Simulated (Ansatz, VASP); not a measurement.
Rh in VASP and in Ansatz

INCAR

```
PREC = Accurate
ENCUT = 520
EDIFF = 1E-6
ISMEAR = 1
SIGMA = 0.02
LREAL = False
LASPH = True
NELM = 80
ALGO = Fast
ISIF = 2
LWAVE = False
LCHARG = False
GGA = PE
NBANDS = 14
```

KPOINTS

```
regular mesh
0
Gamma
  22 22 22
```

Contents of POSCAR:

```
Rh
1.0
    0.0000000000      1.9015500000      1.9395810000
    1.9015500000      0.0000000000      1.9395810000
    1.9015500000      1.9015500000      0.0000000000
Rh
1
Direct
    0.0000000000      0.0000000000      0.0000000000
```

Input for Ansatz:

```yaml
crystal:
  lattice:
    - [0.0, 1.90155, 1.939581]
    - [1.90155, 0.0, 1.939581]
    - [1.90155, 1.90155, 0.0]
  atoms:
    - { symbol: Rh, position: [0.0, 0.0, 0.0] }
basis:
  ecutwfc: 420
kpoints:
  mp_grid: { grid: [22, 22, 22] }
hamiltonian:
  xc: pbe
scf:
  occupations: { method: cold, width: 0.02 }
output:
  forces: true
  stress: true
  eigenvalues: true
```

Change from the starting cell: strain +0.0200 x Voigt [0, 0, 1, 0, 0, 0], atoms carried along.

Alike in both runs: task single point; functional PBE; k mesh 22 × 22 × 22; no spin polarisation.

```csv
,VASP,Ansatz
version,VASP 6.6.1,Ansatz 0.2.0
potentials or method,"VASP PAW PBE potentials, release 64 (Rh_pv), cutoff 520 eV","scalar-relativistic, plane waves, PAW"
occupations,"methfessel-paxton of order 1, width 0.02 eV","cold, width 0.02 eV"
valence electrons in the cell,15,17
```

|  | VASP | Ansatz | Ansatz less VASP |
| --- | --- | --- | --- |
| gap on the k mesh at the Fermi level (eV) | none | none | - |
| pressure (GPa) | 0.3 | 0.3 | 0.00 |
| traceless stress, the component that is largest in VASP (GPa) | -2.91 | -2.93 | -0.014 |

A gap of «none» marks a metal or a gap that the smearing closes. VASP's potentials hold 15 valence electrons a cell and Ansatz's 17, so a difference there can come from the potentials and not from the codes.
